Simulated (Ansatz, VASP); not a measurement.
# One calculation of Y, two programs

```
Y
1.0
     3.62699    0.00000    0.00000
    -1.81350    3.14107    0.00000
     0.00000    0.00000    5.70883
Y
2
Direct
  0.33333 0.66667 0.25000
  0.66667 0.33333 0.75000
```

Change from the starting cell: volume scaled by 0.98, crystal datasets.

Alike in both runs: task electric field gradients; functional LDA; k mesh 12 × 12 × 7; occupations fermi-dirac, width 0.08 eV; no spin polarisation.

```csv
,VASP,Ansatz
version,VASP 6.6.1,Ansatz 0.2.0
potentials or method,"VASP PAW LDA potentials, release 64 (Y_sv), cutoff 520 eV","all-electron PAW with datasets made for the crystal, scalar-relativistic"
```

Ansatz gave:

| Property | Result |
| --- | --- |
| pressure (GPa) | -3.2 |
| traceless stress, the component that is largest in VASP (GPa) | -0.39 |
| size of Vzz on the site where it differs most (V/Å²) | 26.3 |

Which values does VASP return?

Pressure (GPa): -3.3; traceless stress, the component that is largest in VASP (GPa): -0.38; size of Vzz on the site where it differs most (V/Å²): 25.6.

LDA's correlation is that of Perdew and Zunger in VASP and of Perdew and Wang (1992) in Ansatz. Ansatz ran all-electron here, and VASP with PAW potentials.
